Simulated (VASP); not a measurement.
# CaC2 (I4/mmm) in VASP: notebook

CaC2 is run at these levels: LDA; tasks: single point.

All numbers are computed with VASP 6.6.1; they aren't measurements. Logs are shortened: lines on timing, memory, paths and dates and some standing lists are left out, and cuts for length are marked.

**1. The cell of the first run**

It takes space group I4/mmm (No. 139, tetragonal). Conventional cell: a = 3.869 Å, b = 3.869 Å, c = 6.404 Å, α = 90.00°, β = 90.00°, γ = 90.00°. Within 3.4 Å of Ca (site symmetry 4/mmm) lie 10 C at 2.58 to 2.81 Å. C (site symmetry 4mm) has 1 C at 1.25 Å within 1.7 Å.

**2. Single point, LDA**

INCAR

```
PREC = Accurate ; ENCUT = 520
EDIFF = 1E-6 ; ISMEAR = 0
SIGMA = 0.1 ; LREAL = False
LASPH = True ; NELM = 100
ALGO = Normal ; ISIF = 2
LWAVE = False ; LCHARG = True
LELF = True ; LVHAR = True
NBANDS = 16
```

KPOINTS

```
Automatic mesh
0
Gamma
  6 6 6
```

POSCAR

```
CaC2
1.0
   -1.9342985994      1.9342985994      3.2021112425
    1.9342985994     -1.9342985994      3.2021112425
    1.9342985994      1.9342985994     -3.2021112425
Ca C
1 2
Direct
    0.0000000000      0.0000000000      0.0000000000
    0.5978927200      0.5978927200      0.0000000000
    0.4021072800      0.4021072800      0.0000000000
```

Potentials or basis: VASP PAW LDA potentials, release 64 (Ca_sv, C).

Launch:

```
> cat potpaw_LDA.64/Ca_sv/POTCAR potpaw_LDA.64/C/POTCAR > POTCAR
> mpirun -np 1 vasp_std > vasp.out
```

OUTCAR:

```text
PREC = Accurate
   ENCUT = 520
   EDIFF = 1E-6
   ISMEAR = 0
   LREAL = False
   LASPH = True
   NELM = 100
   ISIF = 2

 ion  position               nearest neighbor table
   1  0.000  0.000  0.000-   2 2.58   3 2.58
   2  0.598  0.598  0.000-   3 1.25   1 2.58
   3  0.402  0.402  0.000-   2 1.25   1 2.58

  LATTYP: Found a body centered tetragonal cell.
 ALAT       =     3.8685971988
 C/A-ratio  =     1.6554379161

  Lattice vectors:

 A1 = (  -1.9342985994,   1.9342985994,   3.2021112425)
 A2 = (   1.9342985994,  -1.9342985994,   3.2021112425)
 A3 = (   1.9342985994,   1.9342985994,  -3.2021112425)

Analysis of symmetry for initial positions (statically):
=====================================================================
 Subroutine PRICEL returns:
 Original cell was already a primitive cell.

 Routine SETGRP: Setting up the symmetry group for a
 body centered tetragonal supercell.

 Subroutine GETGRP returns: Found 16 space group operations
 (whereof 16 operations were pure point group operations)
 out of a pool of 16 trial point group operations.

The static configuration has the point symmetry D_4h.

Analysis of symmetry for dynamics (positions and initial velocities):
=====================================================================
 Subroutine PRICEL returns:
 Original cell was already a primitive cell.

 Routine SETGRP: Setting up the symmetry group for a
 body centered tetragonal supercell.

 Subroutine GETGRP returns: Found 16 space group operations
 (whereof 16 operations were pure point group operations)
 out of a pool of 16 trial point group operations.

The dynamic configuration has the point symmetry D_4h.

 Subroutine INISYM returns: Found 16 space group operations
 (whereof 16 operations are pure point group operations),
 and found     1 'primitive' translations

----------------------------------------------------------------------------------------

                                     Primitive cell

  volume of cell :      47.9229

  direct lattice vectors                    reciprocal lattice vectors
    -1.934298599  1.934298599  3.202111243     0.000000000  0.258491631  0.156146980
     1.934298599 -1.934298599  3.202111243     0.258491631  0.000000000  0.156146980
     1.934298599  1.934298599 -3.202111243     0.258491631  0.258491631  0.000000000

  length of vectors
     4.211477004  4.211477004  4.211477004     0.301993051  0.301993051  0.365562370

  position of ions in fractional coordinates (direct lattice)
     0.000000000  0.000000000  0.000000000
     0.597892720  0.597892720  0.000000000
     0.402107280  0.402107280  0.000000000

  ion indices of the primitive-cell ions
   primitive index   ion index
                 1           1
                 2           2
                 3           3

----------------------------------------------------------------------------------------

 KPOINTS: Automatic mesh

Automatic generation of k-mesh.
 Grid dimensions read from file:
 generate k-points for:    6    6    6

 Generating k-lattice:

  Cartesian coordinates                     Fractional coordinates (reciprocal lattice)
     0.000000000  0.043081939  0.026024497     0.166666667  0.000000000 -0.000000000
     0.043081939  0.000000000  0.026024497     0.000000000  0.166666667 -0.000000000
     0.043081939  0.043081939  0.000000000     0.000000000  0.000000000  0.166666667

  Length of vectors
     0.050332175  0.050332175  0.060927062

  Shift w.r.t. Gamma in fractional coordinates (k-lattice)
     0.000000000  0.000000000  0.000000000

 Subroutine IBZKPT returns following result:
 ===========================================

 Found     30 irreducible k-points:

 Following reciprocal coordinates:
            Coordinates               Weight
  0.000000  0.000000  0.000000      1.000000
  0.166667  0.000000  0.000000      8.000000
  0.333333 -0.000000  0.000000      8.000000
  0.500000 -0.000000  0.000000      4.000000
  0.166667  0.166667 -0.000000      8.000000
  0.333333  0.166667  0.000000     16.000000
[... 16 lines left out ...]
 -0.333333 -0.333333  0.166667      8.000000
 -0.166667 -0.333333  0.166667      8.000000
 [... further k-points ...]
   k-points           NKPTS =     30   k-points in BZ     NKDIM =     30   number of bands    NBANDS=     16
   number of dos      NEDOS =    301   number of ions     NIONS =      3
   total plane-waves  NPLWV =  32768
   dimension x,y,z NGX =    32 NGY =   32 NGZ =   32
   dimension x,y,z NGXF=    64 NGYF=   64 NGZF=   64
   ions per type =               1   2
   NGX,Y,Z   is equivalent  to a cutoff of  12.63, 12.63, 12.63 a.u.
   NGXF,Y,Z  is equivalent  to a cutoff of  25.26, 25.26, 25.26 a.u.
 SYSTEM =  unknown system
   PREC   = accura    normal or accurate (medium, high low for compatibility)
   ISTART =      0    job   : 0-new  1-cont  2-samecut
   ICHARG =      2    charge: 1-file 2-atom 10-const
   ISPIN  =      1    spin polarized calculation?
   LNONCOLLINEAR =      F non collinear calculations
   LSORBIT =      F    spin-orbit coupling
   LASPH  =      T    aspherical Exc in radial PAW
   ENCUT  =  520.0 eV  38.22 Ry    6.18 a.u.   7.83  7.83  7.83*2*pi/ulx,y,z
   NELM   =    100;   NELMIN=  2; NELMDL= -5     # of ELM steps
   EDIFF  = 0.1E-05   stopping-criterion for ELM
   LREAL  =      F    real-space projection
   EDIFFG = 0.1E-04   stopping-criterion for IOM
   NSW    =      0    number of steps for IOM
   IBRION =     -1    ionic relax: 0-MD 1-quasi-New 2-CG
   NFREE  =      0    steps in history (QN), initial steepest desc. (CG)
   ISIF   =      2    stress and relaxation
   ISYM   =      2    0-nonsym 1-usesym 2-fastsym
   POTIM  = 0.5000    time-step for ionic-motion
   TEBEG  =    0.0;   TEEND  =   0.0 temperature during run
   PSTRESS=    0.0 pullay stress
   NELECT =      18.0000    total number of electrons
   NUPDOWN=      -1.0000    fix difference up-down
   EMIN   =  10.00;   EMAX   =-10.00  energy-range for DOS
   EFERMI =   0.00;   METHOD = LEGACY
   ISMEAR =     0;   SIGMA  =   0.10  broadening in eV -4-tet -1-fermi 0-gaus
   EFERMI_NEDOS =   21; number of points for ismear=-14 and -15
   IALGO  =     38    algorithm
   IMIX   =      4    mixing-type and parameters
     AMIX     =   0.40;   BMIX     =  1.00
     AMIX_MAG =   1.60;   BMIX_MAG =  1.00
  volume/ion in A,a.u.               =      15.97       107.80
  Fermi-wavevector in a.u.,A,eV,Ry     =   1.181185  2.232116 18.982815  1.395198
  Thomas-Fermi vector in A             =   2.317463
   LORBIT       =      0    0 simple, 1 ext, 2 COOP (PROOUT), +10 PAW based schemes
   GGA     = CA    functional components
   LHFCALC =     F    Hartree Fock is set to
   AEXX    =    0.0000 exact exchange contribution
   IVDW    =     0    specifies the selected vdW correction
   LEPSILON=     F    determine dielectric tensor
   LRPA    =     F    only Hartree local field effects (RPA)
 non-spin polarized calculation
 Gauss-broadening in eV      SIGMA  =   0.10
  energy-cutoff  :      520.00
  volume of cell :       47.92
 maximum number of plane-waves:      1302
   NGX = 15   NGY = 15   NGZ = 15

 number of electron      18.0000001 magnetization

 Free energy of the ion-electron system (eV)
  ---------------------------------------------------
  ext. energy  EPLUGINS =         0.00000000
  ---------------------------------------------------
  free energy    TOTEN  =       -22.13895580 eV

  energy without entropy =      -22.13895580  energy(sigma->0) =      -22.13895580

 E-fermi :   1.7726     XC(G=0):  -9.8141

 val. band max:        1.2655761603   @ k =   0.5000   0.5000   0.5000
 cond. band min:       2.4369211011   @ k =   0.5000   0.5000   0.0000
 fundamental gap:      1.1713449409
 Fermi energy:         1.7725630526

 k-point     1 :       0.0000    0.0000    0.0000
  band No.  band energies     occupation
      1     -37.1960      2.00000
      2     -18.5062      2.00000
      3     -18.5062      2.00000
      4     -18.3859      2.00000
      5     -11.4599      2.00000
      6      -1.4569      2.00000
[... 8 lines left out ...]
     15      10.4725      0.00000
     16      10.4725      0.00000

 k-point     2 :       0.1667    0.0000    0.0000
  band No.  band energies     occupation
      1     -37.1932      2.00000
      2     -18.5468      2.00000
      3     -18.5054      2.00000
      4     -18.3967      2.00000
      5     -11.3456      2.00000
      6      -1.9875      2.00000
[... 8 lines left out ...]
     15       9.7821      0.00000
     16      10.0897      0.00000

 k-point     3 :       0.3333   -0.0000    0.0000
  band No.  band energies     occupation
      1     -37.1875      2.00000
      2     -18.6293      2.00000
      3     -18.5037      2.00000
      4     -18.4142      2.00000
      5     -11.1117      2.00000
      6      -2.6486      2.00000
[... 8 lines left out ...]
     15       8.6543      0.00000
     16       8.9619      0.00000

 k-point     4 :       0.5000   -0.0000    0.0000
  band No.  band energies     occupation
      1     -37.1846      2.00000
      2     -18.6703      2.00000
      3     -18.5028      2.00000
      4     -18.4221      2.00000
      5     -10.9914      2.00000
      6      -2.9287      2.00000
[... 8 lines left out ...]
     15       8.8975      0.00000
     16       9.1874      0.00000
[... 324 lines left out ...]
 k-point    22 :      -0.1667    0.5000    0.1667
  band No.  band energies     occupation
      1     -37.1852      2.00000
      2     -18.6362      2.00000
      3     -18.5104      2.00000
      4     -18.4421      2.00000
      5     -11.0408      2.00000
      6      -2.8904      2.00000
[... 8 lines left out ...]
     15       8.7038      0.00000
     16       8.8084      0.00000

 k-point    23 :      -0.3333   -0.3333    0.1667
  band No.  band energies     occupation
      1     -37.1864      2.00000
      2     -18.5647      2.00000
      3     -18.5504      2.00000
      4     -18.4531      2.00000
      5     -11.1275      2.00000
      6      -2.9217      2.00000
[... 8 lines left out ...]
     15       8.6757      0.00000
     16       9.1811      0.00000

 k-point    24 :      -0.1667   -0.3333    0.1667
  band No.  band energies     occupation
      1     -37.1898      2.00000
      2     -18.5610      2.00000
      3     -18.5155      2.00000
      4     -18.4368      2.00000
      5     -11.2259      2.00000
      6      -2.8397      2.00000
[... 8 lines left out ...]
     15       8.8445      0.00000
     16       9.1329      0.00000

 [... further k-points ...]

------------------------ aborting loop because EDIFF is reached ----------------------------------------

  FORCE on cell =-STRESS in cart. coord.  units (eV):
  Direction    XX          YY          ZZ          XY          YZ          ZX
  --------------------------------------------------------------------------------------
  -------------------------------------------------------------------------------------
  Total       -1.1521496     -1.1521496     -1.3507134      0.0000000      0.0000000      0.0000000
  in kB      -38.5190901    -38.5190901    -45.1575492      0.0000000      0.0000000      0.0000000
  external PRESSURE =     -40.7319098 kB  Pullay stress =       0.0000000 kB

 VOLUME and BASIS-vectors are now :
 -----------------------------------------------------------------------------
  energy-cutoff  :      520.00
  volume of cell :       47.92
      direct lattice vectors                 reciprocal lattice vectors
    -1.934298599  1.934298599  3.202111243     0.000000000  0.258491631  0.156146980
     1.934298599 -1.934298599  3.202111243     0.258491631  0.000000000  0.156146980
     1.934298599  1.934298599 -3.202111243     0.258491631  0.258491631  0.000000000

 POSITION                                       TOTAL-FORCE (eV/Angst)
 -----------------------------------------------------------------------------------
      0.00000      0.00000      0.00000        -0.000000     -0.000000      0.000000
      0.00000      0.00000      3.82904        -0.000000     -0.000000      0.182638
      0.00000      0.00000      2.57518         0.000000      0.000000     -0.182638
 -----------------------------------------------------------------------------------
    total drift:                                0.000000      0.000000      0.000000

  FREE ENERGIE OF THE ION-ELECTRON SYSTEM (eV)
  ---------------------------------------------------
  free  energy   TOTEN  =       -22.1389557968 eV

  energy  without entropy=      -22.1389557968  energy(sigma->0) =      -22.13895580
```

Run time: 28 s. Hardware: 1 thread of Intel Xeon Platinum 8488C (Sapphire Rapids), shared host; peak memory 0.16 GiB.

What came out:

```
Free energy            : -22.1390 eV
Pressure               : -4.1 GPa
Largest force          : 0.183 eV/Å
Band gap on the k mesh : 1.17 eV, indirect (least direct gap 2.23 eV)
```

Forces on the atoms (eV/Å):
```
Ca   0.000  0.000  0.000
C    0.000  0.000  0.183
C    0.000  0.000 -0.183
```

Levels at points of the mesh, in eV from the valence-band top:
| k point | band 7 | band 8 | band 9 | band 10 | band 11 | band 12 |
| --- | --- | --- | --- | --- | --- | --- |
| (0.00, 0.00, 0.00) | -2.05 | -0.97 | -0.97 | 3.12 | 3.12 | 4.21 |
| (0.50, 0.00, 0.00) | -2.33 | -1.83 | -0.82 | 4.83 | 5.88 | 6.00 |
| (0.50, 0.50, 0.00) | -2.72 | -1.58 | -1.06 | 1.17 | 5.71 | 6.40 |
| (0.50, 0.50, 0.50) | -1.60 | -1.60 | 0.00 | 3.09 | 5.76 | 6.22 |

A k mesh can miss the band edges. As with any semilocal functional, this LDA gap is likely too small.

**3. Single point, LDA**

INCAR

```
SYSTEM = CaC2
  PREC = Accurate
  ENCUT = 910
  EDIFF = 1E-6
  ISMEAR = 0
  SIGMA = 0.1
  LREAL = .FALSE.
  LASPH = .TRUE.
  NELM = 120
  ALGO = Normal
  ISIF = 2
  LWAVE = .FALSE.
  LCHARG = .FALSE.
  NBANDS = 16
  GGA_COMPAT = .FALSE.
```

KPOINTS

```
regular mesh
0
G
  6 6 6
  0 0 0
```

POSCAR is that of step 2.

Potentials or basis: VASP PAW LDA potentials, release 64 (Ca_sv, C_h).

Launch:

```
> cat potpaw_LDA.64/Ca_sv/POTCAR potpaw_LDA.64/C_h/POTCAR > POTCAR
> mpirun -np 1 vasp_std > vasp.out
```

Wall time 32 s (1 thread of Intel Xeon 6975P-C (Granite Rapids), shared host); peak memory 0.24 GiB.

It converged, with:

```yaml
Free_energy: -22.1579 eV
Pressure: -4.2 GPa
Largest_force: 0.133 eV/Å
Band_gap_on_the_k_mesh: 1.17 eV, indirect (least direct gap 2.23 eV)
```

Forces in eV/Å, atoms in the order of the input:
```
Ca   0.000  0.000  0.000
C    0.000  0.000  0.133
C    0.000  0.000 -0.133
```

Stress tensor (GPa, compression positive):
```
-3.94  0.00  0.00
 0.00 -3.94  0.00
 0.00  0.00 -4.75
```

Levels at points of the mesh, in eV from the valence-band top:
```tsv
k point	band 5	band 6	band 7	band 8	band 9	band 10	band 11	band 12	band 13	band 14
(0.00, 0.00, 0.00)	-12.70	-2.72	-2.06	-0.96	-0.96	3.13	3.13	4.22	5.10	5.81
(0.50, 0.00, 0.00)	-12.23	-4.20	-2.32	-1.82	-0.82	4.83	5.89	6.00	6.21	6.28
(0.50, 0.50, 0.00)	-12.36	-2.89	-2.72	-1.57	-1.06	1.17	5.72	6.41	7.15	7.45
(0.50, 0.50, 0.50)	-12.42	-4.40	-1.59	-1.59	0.00	3.10	5.77	6.23	6.62	6.62
```

Caveat: the cutoff is under 1.25 times the usual one of these potentials, so pressure, stress and relaxed cells hold a basis-set (Pulay) error.
